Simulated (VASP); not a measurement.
A run of VASP 6.6.1 is set up as follows.

File INCAR:

```
ALGO = Normal
EDIFF = 1E-7
ENCUT = 520
GGA = PE
ISIF = 2
ISMEAR = 0
IVDW = 12
LASPH = T
LCHARG = F
LREAL = F
LWAVE = F
NBANDS = 17
NELM = 100
PREC = Accurate
SIGMA = 0.03
```

The input KPOINTS:

```
k-points
0
Gamma
  10 10 10
```

Contents of POSCAR:

```
PbSe
1.0
    0.0000000000      3.1286170269      3.2306099420
    3.1286170269      0.0000000000      3.2306099420
    3.1286170269      3.1286170269      0.0000000000
Pb Se
1 1
Direct
    0.0000000000      0.0000000000      0.0000000000
    0.5000000000      0.5000000000      0.5000000000
```

Potentials or basis: VASP PAW PBE potentials, release 64 (Pb_d, Se).

Command:

```console
$ cat potpaw_PBE.64/Pb_d/POTCAR potpaw_PBE.64/Se/POTCAR > POTCAR
$ mpirun -np 1 vasp_std > vasp.out
```

What does it give for the dispersion energy per atom?

-0.337 eV.

What does it give for the pressure?

-2.6 GPa.

Stress tensor (GPa, compression positive):
```
-1.76  0.00  0.00
 0.00 -1.76  0.00
 0.00  0.00 -4.18
```
